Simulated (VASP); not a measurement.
A run of VASP 6.6.1 is set up as follows.

File INCAR:

```
SYSTEM = MgO
PREC     = Accurate       ! precision mode
ENCUT    = 520            ! plane-wave cutoff, eV
EDIFF    = 1E-8           ! SCF threshold, eV
ISMEAR   = 0              ! smearing method
SIGMA    = 0.01           ! smearing width, eV
LREAL    = .False.        ! projectors in reciprocal space
LASPH    = .True.         ! aspherical terms in the spheres
NELM     = 80             ! most SCF steps
ALGO     = Normal         ! electronic algorithm
ISIF     = 2              ! what is computed and relaxed
LWAVE    = .False.        ! write WAVECAR
LCHARG   = .False.        ! write CHGCAR
METAGGA  = R2SCAN         ! meta-GGA
LMIXTAU  = .True.       
IBRION   = 6              ! ionic algorithm
NFREE    = 2            
POTIM    = 0.015          ! step
NSW      = 1              ! ionic steps
```

The input KPOINTS:

```
regular mesh
0
Gamma
  10 10 10
  0 0 0
```

POSCAR

```
MgO
1.0
    0.0000000000      2.1021684214      2.1021684214
    2.1021684214      0.0000000000      2.1021684214
    2.1021684214      2.1021684214      0.0000000000
Mg O
1 1
Direct
    0.0000000000      0.0000000000      0.0000000000
    0.5000000000      0.5000000000      0.5000000000
```

Potentials or basis: VASP PAW PBE potentials, release 64 (Mg, O).

The run is started by

```bash
$ cat potpaw_PBE.64/Mg/POTCAR potpaw_PBE.64/O/POTCAR > POTCAR
$ mpirun -np 1 vasp_std > vasp.out
```

Q: Estimate the highest phonon frequency at Γ, LO-TO splitting left out.

A: 401 cm⁻¹.

Phonon frequencies in cm⁻¹ (negative: imaginary):
```tsv
q point	frequencies
(0.000, 0.000, 0.000)	-2 -2 -2 401 401 401
```

Caveat: the cell wasn't relaxed at this level first, which shifts response properties.
